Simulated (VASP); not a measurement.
# CoO: single point with PBE-based screened hybrid with 25 % exact exchange

Crystal: CoO.

```
CELL_PARAMETERS angstrom
2.81837 0.00000 0.00000
-1.40919 2.44078 0.00000
0.00000 0.00000 2.70902
ATOMIC_POSITIONS crystal
Co 0.00000 0.00000 0.50000
O 0.66667 0.33333 0.00000
```

```yaml
Program: VASP 6.6.1
Task: single point
Functional: PBE-based screened hybrid with 25 % exact exchange
Potentials_or_basis: VASP PAW PBE potentials, release 64 (Co_sv, O)
Cutoff: 520 eV
k_mesh: 6 × 6 × 5
Occupations: fermi-dirac, width 0.05 eV
Spin: collinear spin, ferromagnetic start
Starting_moments: "[2.0, 0.0] μB"
Dipole_correction: no
Grid_for_exact_exchange_PRECFOCK: Normal
Share_of_exact_exchange: 0.25
Further_INCAR_settings: ALGO = Normal; EDIFF = 1e-06; NBANDS = 22
Screening_parameter: 0.3 1/Å
```

```
Pressure                                              : -2.0 GPa
Band gap on the k mesh                                : zero (filled and empty bands overlap)
Net moment                                            : 3.00 μB per cell
Site moments                                          : Co +2.68; O +0.30 μB
Valence electrons inside the program's atomic spheres : Co 14.81; O 5.05
```

Levels at points of the mesh, in eV from the Fermi level:
Spin up:
| k point | band 9 | band 10 | band 11 | band 12 | band 13 | band 14 | band 15 | band 16 | band 17 | band 18 |
| --- | --- | --- | --- | --- | --- | --- | --- | --- | --- | --- |
| (0.00, 0.00, 0.00) | -5.76 | -5.76 | -4.44 | -2.37 | -2.37 | 1.26 | 15.35 | 16.99 | 16.99 | 20.21 |
| (0.50, 0.00, 0.00) | -5.89 | -5.67 | -4.24 | -4.16 | -1.93 | 6.16 | 9.87 | 15.50 | 18.37 | 18.63 |
Spin down:
```
           k point  band 8  band 9  band 10  band 11  band 12  band 13
(0.00, 0.00, 0.00)   -4.45   -3.63     1.20     1.20     1.72     2.68
(0.50, 0.00, 0.00)   -4.04   -3.93    -0.44     0.75     2.42     3.83
```

Wall time 69 min on 1 thread of AMD EPYC 7R43 64-Core Processor (Zen 3), with other jobs on the host, peak memory 0.22 GiB.

Caveat: the k points lie up to 0.46 Å⁻¹ apart, too coarse for converged energies and pressures of a metal; the PAW data sets were made with another functional, which shifts forces and pressure a little; a cell with one magnetic atom can't hold antiferromagnetic order, which such compounds often take.
